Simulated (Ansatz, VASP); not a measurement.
# Two plane-wave programs on Ta3P2

```xyz
5
Lattice="4.0015 0.0000 0.0000 -2.0007 3.4654 0.0000 0.0000 0.0000 6.1285" Properties=species:S:1:pos:R:3 pbc="T T T"
Ta    0.0000    0.0000    0.0000
Ta    0.0000    2.3103    3.9405
Ta    2.0007    1.1551    2.1880
P     0.0000    2.3103    1.3480
P     2.0007    1.1551    4.7806
```

Alike in both runs: task relaxation of cell and atoms; functional PBE; k mesh 12 × 12 × 6; occupations gaussian, width 0.1 eV; no spin polarisation.

|  | VASP | Ansatz |
| --- | --- | --- |
| version | VASP 6.6.1 | Ansatz 0.2.0 |
| potentials or method | VASP PAW PBE potentials, release 64 (Ta_pv, P), cutoff 600 eV | scalar-relativistic, plane waves, PAW |
| valence electrons in the cell | 43 | 49 |

VASP gave:

| Item | Value |
| --- | --- |
| gap on the k mesh at the Fermi level, each at its own relaxed structure (eV) | none |
| relaxed volume (Å³/atom) | 16.98 |
| relaxed cell length with the largest relative difference (Å) | 6.134 |

**Question.** What did Ansatz give for the same quantities?

**Answer.** gap on the k mesh at the Fermi level, each at its own relaxed structure (eV): none; relaxed volume (Å³/atom): 16.98; relaxed cell length with the largest relative difference (Å): 6.130.

A gap of «none» marks a metal or a gap that the smearing closes. VASP's potentials hold 43 valence electrons a cell and Ansatz's 49, so a difference there can come from the potentials and not from the codes.

Neither program's run includes spin-orbit coupling.
